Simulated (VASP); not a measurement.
RbNa: relaxation of cell and atoms with PBE

The system is RbNa.

```
CELL_PARAMETERS angstrom
3.98772 0.00000 0.00000
0.00000 3.98772 0.00000
0.00000 0.00000 3.98772
ATOMIC_POSITIONS crystal
Rb 0.00000 0.00000 0.00000
Na 0.50000 0.50000 0.50000
```

```yaml
Program: VASP 6.6.1
Task: relaxation of cell and atoms
Functional: PBE
Potentials_or_basis: VASP PAW PBE potentials, release 64 (Rb_sv, Na_pv)
Cutoff: 600 eV
k_mesh: 4 × 4 × 4
Occupations: gaussian, width 0.1 eV
Spin: no spin polarisation
Dipole_correction: no
Further_INCAR_settings: ALGO = Normal; EDIFF = 1e-06; IBRION = 2; EDIFFG = -0.04; NSW = 90; ISIF = 3
```

| Item | Value |
| --- | --- |
| Relaxed volume | 61.50 Å³/atom |
| Relaxed cell | a = 4.973 Å, b = 4.973 Å, c = 4.973 Å, α = 90.00°, β = 90.00°, γ = 90.00° |
| Space group after relaxing (to 0.05 Å) | Pm-3m (No. 221) |
| Energy gained by relaxing | 538.1 meV/atom |
| Ionic steps | 5 |
| Pressure after relaxing | 0.0 GPa |
| Band gap on the k mesh | zero (band 8 reaches 1.15 eV, above the bottom of band 9 at -0.58 eV) |

Step by step:
| step | energy change (eV) | largest force (eV/Å) | pressure (GPa) | volume (Å³) |
| --- | --- | --- | --- | --- |
| 1 | 0.0000 | 0.0000 | 9.39 | 63.41 |
| 2 | -0.7215 | 0.0000 | 3.74 | 82.04 |
| 3 | -1.0304 | 0.0000 | 0.93 | 105.53 |
| 4 | -1.0725 | 0.0000 | 0.22 | 117.90 |
| 5 | -1.0762 | 0.0000 | 0.02 | 123.00 |

Final structure:
```xyz
2
Lattice="4.9731 0.0000 0.0000 0.0000 4.9731 0.0000 0.0000 0.0000 4.9731" Properties=species:S:1:pos:R:3 pbc="T T T"
Rb    0.0000    0.0000    0.0000
Na    2.4866    2.4866    2.4866
```

Levels at points of the mesh, in eV from the Fermi level:
| k point | band 4 | band 5 | band 6 | band 7 | band 8 | band 9 | band 10 | band 11 | band 12 |
| --- | --- | --- | --- | --- | --- | --- | --- | --- | --- |
| (0.00, 0.00, 0.00) | -25.00 | -12.49 | -12.49 | -12.49 | -2.24 | 2.29 | 2.29 | 3.99 | 3.99 |
| (0.50, 0.00, 0.00) | -25.00 | -12.56 | -12.49 | -12.49 | -0.62 | -0.50 | 3.10 | 3.50 | 3.50 |
| (0.50, 0.50, 0.00) | -25.00 | -12.55 | -12.55 | -12.48 | 0.10 | 1.09 | 1.09 | 1.37 | 4.19 |
| (0.50, 0.50, 0.50) | -25.00 | -12.54 | -12.54 | -12.54 | 1.23 | 1.23 | 1.23 | 2.14 | 3.09 |

Run time: 20 s on 1 thread of Intel Xeon 6975P-C (shared host), peak memory 0.18 GiB.

Caveat: the k points lie up to 0.32 Å⁻¹ apart in the final cell; the volume moved by over 15 % at a fixed basis, so the end points are rough.
